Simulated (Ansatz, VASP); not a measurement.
## One calculation of WSe2, two programs

```
W Se
1.0
     3.28200    0.00000    0.00000
    -1.64100    2.84230    0.00000
     0.00000    0.00000   43.46800
W Se
2 4
Direct
  0.33333 0.66667 0.41874
  0.66667 0.33333 0.27142
  0.66667 0.33333 0.45751
  0.66667 0.33333 0.37999
  0.33333 0.66667 0.31017
  0.33333 0.66667 0.23266
```

Alike in both runs: functional PBE; dispersion D3(BJ); k mesh 12 × 12 × 1; no spin polarisation.

Ansatz relaxed the structure, and its values are those at the end. VASP's run is a single point on that final structure, the one shown.

|  | VASP | Ansatz |
| --- | --- | --- |
| version | VASP 6.6.1 | Ansatz 0.2.0 |
| potentials or method | VASP PAW PBE potentials, release 64 (W_sv, Se) | scalar-relativistic, plane waves, PAW |
| plane-wave cutoff (eV) | 520 | 420 |
| occupations | gaussian, width 0.01 eV | fixed |
| valence electrons in the cell | 52 | 92 |

```tsv
	VASP	Ansatz	Ansatz less VASP
gap on the k mesh at the Fermi level (eV)	1.28	1.29	+0.004
least direct gap on the mesh (eV)	1.62	1.63	+0.003
rms of the force components (eV/Å)	0.022	0.001	-0.0211
```

VASP's potentials hold 52 valence electrons a cell and Ansatz's 92, so a difference there can come from the potentials and not from the codes. Ansatz's warnings: slab cell height set.

Neither program's run includes spin-orbit coupling.
